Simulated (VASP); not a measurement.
Here is a VASP 6.6.1 calculation.

INCAR

```
PREC = Accurate
ENCUT = 520
EDIFF = 1E-8
ISMEAR = -1
SIGMA = 0.05
LREAL = F
LASPH = T
NELM = 80
ALGO = Normal
ISIF = 2
LWAVE = F
LCHARG = F
GGA = CA
LEFG = T
NBANDS = 24
```

The input KPOINTS:

```
Automatic mesh
0
Gamma
  11 11 11
```

File POSCAR:

```
LuPd
1.0
    3.4150000000      0.0000000000      0.0000000000
    0.0000000000      3.4150000000      0.0000000000
    0.0000000000      0.0000000000      3.4150000000
Lu Pd
1 1
Direct
    0.0000000000      0.0000000000      0.0000000000
    0.5000000000      0.5000000000      0.5000000000
```

Potentials or basis: VASP PAW PBE potentials, release 64 (Lu, Pd).

Launch:

```sh
$ cat potpaw_PBE.64/Lu/POTCAR potpaw_PBE.64/Pd/POTCAR > POTCAR
$ mpirun -np 1 vasp_std > vasp.out
```

**Question.** Estimate the pressure.

**Answer.** -5.8 GPa.

Caveat: without QUAD_EFG the Cq values of the log hold for a quadrupole moment of 1 mb, not for the nuclei; the PAW data sets were made with another functional, which shifts forces and pressure a little.
